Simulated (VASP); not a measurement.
Wanted: the native input for a VASP 6.6.1 run.

```
Task                   : single point
Functional             : PBEsol
Potentials or basis    : VASP PAW PBE potentials, release 64 (Be, Mg, Zn, Cd, Te)
Cutoff                 : 520 eV
k mesh                 : 4 × 3 × 3
Occupations            : gaussian, width 0.02 eV
Spin                   : no spin polarisation
Dipole correction      : no
Further INCAR settings : LREAL = Auto; ALGO = Normal; EDIFF = 1e-07; NBANDS = 56
```

The structure of MgBe5ZnCdTe8 lies in POSCAR:

```
MgBe5ZnCdTe8
1.0
    0.0010380000     -0.0050830000     -6.8823450000
    4.1461390000      7.1411500000      0.0047940000
    4.1269830000     -7.1300900000     -0.0060750000
Be Mg Zn Cd Te
5 1 1 1 8
Direct
    0.9993140016      0.1676038262      0.3406979968
    0.9987249362      0.1719426712      0.8296586991
    0.9971717811      0.6691717908      0.3324936390
    0.9998233150      0.6609908339      0.8336171644
    0.5017181447      0.3355185336      0.6669740216
    0.4895837978      0.8364520632      0.6753729022
    0.4940124354      0.8332452340      0.1653466800
    0.4877389465      0.3270306230      0.1656447429
    0.6432165152      0.1666751725      0.3572025195
    0.6466916644      0.1797912903      0.8158709883
    0.6490732928      0.6746408806      0.3328551672
    0.6436818013      0.6446505890      0.8313471033
    0.1370574621      0.3351367664      0.6666727660
    0.0886628364      0.3328518957      0.1669816208
    0.0926480098      0.8350549454      0.6690110717
    0.1122532902      0.8351298364      0.1663075845
```

The input as run:

INCAR

```
PREC = Accurate ; ENCUT = 520
EDIFF = 1E-7 ; ISMEAR = 0
SIGMA = 0.02 ; LREAL = Auto
LASPH = T ; NELM = 60
ALGO = Normal ; ISIF = 2
LWAVE = F ; LCHARG = T
GGA = PS ; LELF = T
LVHAR = T ; NBANDS = 56
```

KPOINTS

```
Automatic mesh
0
Gamma
  4 3 3
```

Potentials or basis: VASP PAW PBE potentials, release 64 (Be, Mg, Zn, Cd, Te).

Command:

```bash
$ cat potpaw_PBE.64/Be/POTCAR potpaw_PBE.64/Mg/POTCAR potpaw_PBE.64/Zn/POTCAR potpaw_PBE.64/Cd/POTCAR potpaw_PBE.64/Te/POTCAR > POTCAR
$ mpirun -np 1 vasp_std > vasp.out
```

It gave:

| Item | Value |
| --- | --- |
| Pressure | 0.3 GPa |
| Largest force | 0.048 eV/Å |
| Band gap on the k mesh | 1.67 eV (least direct gap 1.81 eV) |

Caveat: the PAW data sets were made with another functional, which shifts forces and pressure a little; spin-orbit coupling is left out, which moves the levels of the heavy elements.

Wall time 25 min on 1 thread of Oxide Virtual Turin-like Processor (shared host), peak memory 0.64 GiB.
